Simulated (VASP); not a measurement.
# CaB6 (Pm-3m) in VASP: notebook

Runs on CaB6. Level: PBEsol. Tasks: single point.

All numbers are computed with VASP 6.6.1; they aren't measurements. Logs are shortened: lines on timing, memory, paths and dates and some standing lists are left out, and cuts for length are marked.

**The experiment to reproduce.**

“Bulk Band Gaps in Divalent Hexaborides”, 2001, arxiv:cond-mat/0107429 reports, for a bulk crystal of CaB6: band gap 1.15 eV.

How close the calculation comes is told below.

### 1 The cell of the first run

Symmetry: Pm-3m, No. 221, cubic system. Conventional cell: a = 4.127 Å, b = 4.127 Å, c = 4.127 Å, α = 90.00°, β = 90.00°, γ = 90.00°. Within 4.2 Å of Ca (site symmetry m-3m) lie 24 B at 3.03 Å and 6 Ca at 4.13 Å. B (site symmetry 4mm) has 5 B at 1.66 to 1.74 Å within 2.2 Å.

### 2 Single point, PBEsol

The input, INCAR:

```
PREC = Accurate
ENCUT = 520
EDIFF = 1E-7
ISMEAR = 0
SIGMA = 0.1
LREAL = False
LASPH = True
NELM = 100
ALGO = Normal
ISIF = 2
LWAVE = False
LCHARG = False
GGA = PS
NBANDS = 23
```

The input, KPOINTS:

```
regular mesh
0
Gamma
  10 10 10
```

The input, POSCAR:

```
CaB6
1.0
    4.1273389630      0.0000000000      0.0000000000
    0.0000000000      4.1273389630      0.0000000000
    0.0000000000      0.0000000000      4.1273389630
Ca B
1 6
Direct
    0.5000000000      0.5000000000      0.5000000000
    0.0000000000      0.0000000000      0.2983843340
    0.0000000000      0.0000000000      0.7016156660
    0.2983843340      0.0000000000      0.0000000000
    0.7016156660      0.0000000000      0.0000000000
    0.0000000000      0.2983843340      0.0000000000
    0.0000000000      0.7016156660      0.0000000000
```

Potentials or basis: VASP PAW PBE potentials, release 64 (Ca_sv, B).

Command:

```bash
$ cat potpaw_PBE.64/Ca_sv/POTCAR potpaw_PBE.64/B/POTCAR > POTCAR
$ mpirun -np 1 vasp_std > vasp.out
```

OUTCAR:

```text
PREC = Accurate
   ENCUT = 520
   EDIFF = 1E-7
   ISMEAR = 0
   LREAL = False
   LASPH = True
   NELM = 100
   ISIF = 2
   GGA = PS

 ion  position               nearest neighbor table
   1  0.500  0.500  0.500-
   2  0.000  0.000  0.298-   3 1.66   4 1.74   5 1.74   6 1.74   7 1.74
   3  0.000  0.000  0.702-   2 1.66   4 1.74   5 1.74   6 1.74   7 1.74
   4  0.298  0.000  0.000-   5 1.66   3 1.74   2 1.74   6 1.74   7 1.74
   5  0.702  0.000  0.000-   4 1.66   3 1.74   2 1.74   6 1.74   7 1.74
   6  0.000  0.298  0.000-   7 1.66   3 1.74   4 1.74   5 1.74   2 1.74
   7  0.000  0.702  0.000-   6 1.66   3 1.74   4 1.74   5 1.74   2 1.74

  LATTYP: Found a simple cubic cell.
 ALAT       =     4.1273389630

  Lattice vectors:

 A1 = (   4.1273389630,   0.0000000000,   0.0000000000)
 A2 = (   0.0000000000,   4.1273389630,   0.0000000000)
 A3 = (   0.0000000000,   0.0000000000,   4.1273389630)

Analysis of symmetry for initial positions (statically):
=====================================================================
 Subroutine PRICEL returns:
 Original cell was already a primitive cell.

 Routine SETGRP: Setting up the symmetry group for a
 simple cubic supercell.

 Subroutine GETGRP returns: Found 48 space group operations
 (whereof 48 operations were pure point group operations)
 out of a pool of 48 trial point group operations.

The static configuration has the point symmetry O_h .

Analysis of symmetry for dynamics (positions and initial velocities):
=====================================================================
 Subroutine PRICEL returns:
 Original cell was already a primitive cell.

 Routine SETGRP: Setting up the symmetry group for a
 simple cubic supercell.

 Subroutine GETGRP returns: Found 48 space group operations
 (whereof 48 operations were pure point group operations)
 out of a pool of 48 trial point group operations.

The dynamic configuration has the point symmetry O_h .

 Subroutine INISYM returns: Found 48 space group operations
 (whereof 48 operations are pure point group operations),
 and found     1 'primitive' translations

----------------------------------------------------------------------------------------

                                     Primitive cell

  volume of cell :      70.3089

  direct lattice vectors                    reciprocal lattice vectors
     4.127338963  0.000000000  0.000000000     0.242286861  0.000000000  0.000000000
     0.000000000  4.127338963  0.000000000     0.000000000  0.242286861  0.000000000
     0.000000000  0.000000000  4.127338963     0.000000000  0.000000000  0.242286861

  length of vectors
     4.127338963  4.127338963  4.127338963     0.242286861  0.242286861  0.242286861

  position of ions in fractional coordinates (direct lattice)
     0.500000000  0.500000000  0.500000000
     0.000000000  0.000000000  0.298384334
     0.000000000  0.000000000  0.701615666
     0.298384334  0.000000000  0.000000000
     0.701615666  0.000000000  0.000000000
     0.000000000  0.298384334  0.000000000
     0.000000000  0.701615666  0.000000000

  ion indices of the primitive-cell ions
   primitive index   ion index
                 1           1
                 2           2
                 3           3
                 4           4
                 5           5
                 6           6
                 7           7

----------------------------------------------------------------------------------------

 KPOINTS: regular mesh

Automatic generation of k-mesh.
 Grid dimensions read from file:
 generate k-points for:   10   10   10

 Generating k-lattice:

  Cartesian coordinates                     Fractional coordinates (reciprocal lattice)
     0.024228686  0.000000000  0.000000000     0.100000000  0.000000000  0.000000000
     0.000000000  0.024228686  0.000000000     0.000000000  0.100000000  0.000000000
     0.000000000  0.000000000  0.024228686     0.000000000  0.000000000  0.100000000

  Length of vectors
     0.024228686  0.024228686  0.024228686

  Shift w.r.t. Gamma in fractional coordinates (k-lattice)
     0.000000000  0.000000000  0.000000000

 Subroutine IBZKPT returns following result:
 ===========================================

 Found     56 irreducible k-points:

 Following reciprocal coordinates:
            Coordinates               Weight
  0.000000  0.000000  0.000000      1.000000
  0.100000  0.000000  0.000000      6.000000
  0.200000  0.000000  0.000000      6.000000
  0.300000  0.000000  0.000000      6.000000
  0.400000  0.000000  0.000000      6.000000
  0.500000  0.000000  0.000000      3.000000
[... 16 lines left out ...]
  0.200000  0.100000  0.100000     24.000000
  0.300000  0.100000  0.100000     24.000000
 [... further k-points ...]
   k-points           NKPTS =     56   k-points in BZ     NKDIM =     56   number of bands    NBANDS=     23
   number of dos      NEDOS =    301   number of ions     NIONS =      7
   total plane-waves  NPLWV =  32768
   dimension x,y,z NGX =    32 NGY =   32 NGZ =   32
   dimension x,y,z NGXF=    64 NGYF=   64 NGZF=   64
   ions per type =               1   6
   NGX,Y,Z   is equivalent  to a cutoff of  12.89, 12.89, 12.89 a.u.
   NGXF,Y,Z  is equivalent  to a cutoff of  25.78, 25.78, 25.78 a.u.
 SYSTEM =  unknown system
   PREC   = accura    normal or accurate (medium, high low for compatibility)
   ISTART =      0    job   : 0-new  1-cont  2-samecut
   ICHARG =      2    charge: 1-file 2-atom 10-const
   ISPIN  =      1    spin polarized calculation?
   LNONCOLLINEAR =      F non collinear calculations
   LSORBIT =      F    spin-orbit coupling
   LASPH  =      T    aspherical Exc in radial PAW
   ENCUT  =  520.0 eV  38.22 Ry    6.18 a.u.   7.67  7.67  7.67*2*pi/ulx,y,z
   NELM   =    100;   NELMIN=  2; NELMDL= -5     # of ELM steps
   EDIFF  = 0.1E-06   stopping-criterion for ELM
   LREAL  =      F    real-space projection
   EDIFFG = 0.1E-05   stopping-criterion for IOM
   NSW    =      0    number of steps for IOM
   IBRION =     -1    ionic relax: 0-MD 1-quasi-New 2-CG
   NFREE  =      0    steps in history (QN), initial steepest desc. (CG)
   ISIF   =      2    stress and relaxation
   ISYM   =      2    0-nonsym 1-usesym 2-fastsym
   POTIM  = 0.5000    time-step for ionic-motion
   TEBEG  =    0.0;   TEEND  =   0.0 temperature during run
   PSTRESS=    0.0 pullay stress
   NELECT =      28.0000    total number of electrons
   NUPDOWN=      -1.0000    fix difference up-down
   EMIN   =  10.00;   EMAX   =-10.00  energy-range for DOS
   EFERMI =   0.00;   METHOD = LEGACY
   ISMEAR =     0;   SIGMA  =   0.10  broadening in eV -4-tet -1-fermi 0-gaus
   EFERMI_NEDOS =   21; number of points for ismear=-14 and -15
   IALGO  =     38    algorithm
   IMIX   =      4    mixing-type and parameters
     AMIX     =   0.40;   BMIX     =  1.00
     AMIX_MAG =   1.60;   BMIX_MAG =  1.00
  volume/ion in A,a.u.               =      10.04        67.78
  Fermi-wavevector in a.u.,A,eV,Ry     =   1.204455  2.276091 19.738144  1.450713
  Thomas-Fermi vector in A             =   2.340180
   LORBIT       =      0    0 simple, 1 ext, 2 COOP (PROOUT), +10 PAW based schemes
   GGA     = PS    functional components
   LHFCALC =     F    Hartree Fock is set to
   AEXX    =    0.0000 exact exchange contribution
   IVDW    =     0    specifies the selected vdW correction
   LEPSILON=     F    determine dielectric tensor
   LRPA    =     F    only Hartree local field effects (RPA)
 non-spin polarized calculation
 Gauss-broadening in eV      SIGMA  =   0.10
  energy-cutoff  :      520.00
  volume of cell :       70.31
 maximum number of plane-waves:      1924
 NGX is ok and might be reduce to    32
   NGX = 15   NGY = 15   NGZ = 15

 number of electron      28.0000005 magnetization

 Free energy of the ion-electron system (eV)
  ---------------------------------------------------
  ext. energy  EPLUGINS =         0.00000000
  ---------------------------------------------------
  free energy    TOTEN  =       -47.10647434 eV

  energy without entropy =      -47.10551356  energy(sigma->0) =      -47.10599395

 E-fermi :   4.6761     XC(G=0): -10.7609

 val. band max:        4.6550001349   @ k =   0.4000   0.0000   0.0000
 cond. band min:       4.6972467698   @ k =   0.4000   0.0000   0.0000
 fundamental gap:      0.0422466349
 Fermi energy:         4.6761283572

 k-point     1 :       0.0000    0.0000    0.0000
  band No.  band energies     occupation
      1     -36.1965      2.00000
      2     -17.2665      2.00000
      3     -17.2665      2.00000
      4     -17.2665      2.00000
      5      -9.8505      2.00000
      6      -2.3000      2.00000
[... 15 lines left out ...]
     22       9.4856      0.00000
     23      10.5519      0.00000

 k-point     2 :       0.1000    0.0000    0.0000
  band No.  band energies     occupation
      1     -36.1963      2.00000
      2     -17.2729      2.00000
      3     -17.2658      2.00000
      4     -17.2658      2.00000
      5      -9.8168      2.00000
      6      -2.8475      2.00000
[... 15 lines left out ...]
     22       9.3917      0.00000
     23      10.1942      0.00000

 k-point     3 :       0.2000    0.0000    0.0000
  band No.  band energies     occupation
      1     -36.1956      2.00000
      2     -17.2894      2.00000
      3     -17.2639      2.00000
      4     -17.2639      2.00000
      5      -9.7246      2.00000
      6      -3.6075      2.00000
[... 15 lines left out ...]
     22       9.6465      0.00000
     23       9.7693      0.00000
[... 495 lines left out ...]
 k-point    23 :       0.2000    0.1000    0.1000
  band No.  band energies     occupation
      1     -36.1951      2.00000
      2     -17.2877      2.00000
      3     -17.2697      2.00000
      4     -17.2687      2.00000
      5      -9.6666      2.00000
      6      -3.5628      2.00000
[... 15 lines left out ...]
     22      10.1193      0.00000
     23      10.3221      0.00000

 k-point    24 :       0.3000    0.1000    0.1000
  band No.  band energies     occupation
      1     -36.1943      2.00000
      2     -17.3075      2.00000
      3     -17.2672      2.00000
      4     -17.2662      2.00000
      5      -9.5520      2.00000
      6      -4.1639      2.00000
[... 15 lines left out ...]
     22      10.5162      0.00000
     23      10.9605      0.00000

 [... further k-points ...]
[... 5 lines left out ...]
  --------------------------------------------------------------------------------------
  -------------------------------------------------------------------------------------
  Total        0.1328982      0.1328982      0.1328982      0.0000000     -0.0000000      0.0000000
  in kB        3.0284412      3.0284412      3.0284412      0.0000000     -0.0000000      0.0000000
  external PRESSURE =       3.0284412 kB  Pullay stress =       0.0000000 kB

 VOLUME and BASIS-vectors are now :
 -----------------------------------------------------------------------------
  energy-cutoff  :      520.00
  volume of cell :       70.31
      direct lattice vectors                 reciprocal lattice vectors
     4.127338963  0.000000000  0.000000000     0.242286861  0.000000000  0.000000000
     0.000000000  4.127338963  0.000000000     0.000000000  0.242286861  0.000000000
     0.000000000  0.000000000  4.127338963     0.000000000  0.000000000  0.242286861

 POSITION                                       TOTAL-FORCE (eV/Angst)
 -----------------------------------------------------------------------------------
      2.06367      2.06367      2.06367         0.000000      0.000000     -0.000000
      0.00000      0.00000      1.23153         0.000000      0.000000      0.031321
      0.00000      0.00000      2.89581        -0.000000      0.000000     -0.031321
      1.23153      0.00000      0.00000         0.031321      0.000000      0.000000
      2.89581      0.00000      0.00000        -0.031321      0.000000     -0.000000
      0.00000      1.23153      0.00000         0.000000      0.031321     -0.000000
      0.00000      2.89581      0.00000        -0.000000     -0.031321      0.000000
 -----------------------------------------------------------------------------------
    total drift:                                0.000000      0.000000     -0.000000

  FREE ENERGIE OF THE ION-ELECTRON SYSTEM (eV)
  ---------------------------------------------------
  free  energy   TOTEN  =       -47.1064743413 eV

  energy  without entropy=      -47.1055135610  energy(sigma->0) =      -47.10599395
```

Wall time 41 s (1 thread of Intel Xeon 6975P-C (Granite Rapids), shared host); peak memory 0.22 GiB.

Results:

| Item | Value |
| --- | --- |
| Free energy | -47.1065 eV |
| Pressure | 0.3 GPa |
| Largest force | 0.031 eV/Å |
| Band gap on the k mesh | 0.04 eV |

Forces on the atoms (eV/Å):
```
Ca   0.000  0.000  0.000
B    0.000  0.000  0.031
B    0.000  0.000 -0.031
B    0.031  0.000  0.000
B   -0.031  0.000  0.000
B    0.000  0.031  0.000
B    0.000 -0.031  0.000
```

Caveat: the PAW data sets were made with another functional, which shifts forces and pressure a little.

### 3 Single point, PBEsol (10.35 Å³/atom)

This run uses another cell than the first one, of 10.35 Å³/atom.

The input, INCAR:

```
SYSTEM = CaB6
PREC = Accurate
ENCUT = 520
EDIFF = 1E-7
ISMEAR = 0
SIGMA = 0.1
LREAL = .FALSE.
LASPH = .TRUE.
NELM = 60
ALGO = Normal
ISIF = 2
LWAVE = .FALSE.
LCHARG = .TRUE.
GGA = PS
LELF = .TRUE.
LVHAR = .TRUE.
NBANDS = 23
```

The input, KPOINTS:

```
regular mesh
0
G
  10 10 10
  0 0 0
```

The input, POSCAR:

```
CaB6
1.0
    4.1682063630      0.0000000000      0.0000000000
    0.0000000000      4.1682063630      0.0000000000
    0.0000000000      0.0000000000      4.1682063630
Ca B
1 6
Direct
    0.5000000000      0.5000000000      0.5000000000
    0.0000000000      0.0000000000      0.2978031780
    0.0000000000      0.0000000000      0.7021968220
    0.2978031780      0.0000000000      0.0000000000
    0.7021968220      0.0000000000      0.0000000000
    0.0000000000      0.2978031780      0.0000000000
    0.0000000000      0.7021968220      0.0000000000
```

Potentials or basis: VASP PAW PBE potentials, release 64 (Ca_sv, B).

Command:

```bash
$ cat potpaw_PBE.64/Ca_sv/POTCAR potpaw_PBE.64/B/POTCAR > POTCAR
$ mpirun -np 1 vasp_std > vasp.out
```

Wall time 34 s (1 thread of Intel Xeon 6975P-C (Granite Rapids), shared host); peak memory 0.22 GiB.

It converged, with:

* Free energy: -47.0823 eV
* Pressure: -4.0 GPa
* Largest force: 0.029 eV/Å
* Band gap on the k mesh: 0.04 eV

Forces on the atoms (eV/Å):
```
Ca   0.000  0.000  0.000
B    0.000  0.000  0.029
B    0.000  0.000 -0.029
B    0.029  0.000  0.000
B   -0.029  0.000  0.000
B    0.000  0.029  0.000
B    0.000 -0.029  0.000
```

Levels at points of the mesh, in eV from the valence-band top:
```
           k point  band 10  band 11  band 12  band 13  band 14  band 15  band 16  band 17  band 18  band 19
(0.00, 0.00, 0.00)    -5.24    -5.24    -0.34    -0.34    -0.34     2.80     2.80     2.80     3.29     3.29
(0.50, 0.00, 0.00)    -4.84    -2.37    -2.37    -1.75    -0.13     0.04     3.14     3.14     3.67     3.75
(0.50, 0.50, 0.00)    -4.93    -2.68    -2.68    -1.45    -1.45     2.97     2.97     3.99     4.29     4.33
(0.50, 0.50, 0.50)    -4.34    -4.34    -1.07    -1.07    -1.07     4.04     4.69     4.69     4.78     4.78
```

Caveat: the cell stands under tension; the PAW data sets were made with another functional, which shifts forces and pressure a little. A k mesh can miss the band edges.

### 4 How close it comes

Step 2. Against the measured gap of CaB6, 1.15 eV (“Bulk Band Gaps in Divalent Hexaborides”, 2001, arxiv:cond-mat/0107429), the calculated 0.04 eV is off by -1.11 eV. So large a miss can be the level of theory's own, or it may mean another phase, state or a wrong row. The value is that of PBEsol on a finite k mesh, which can miss the band edges, without temperature or zero-point motion. Semilocal functionals fall short of measured gaps as a rule.
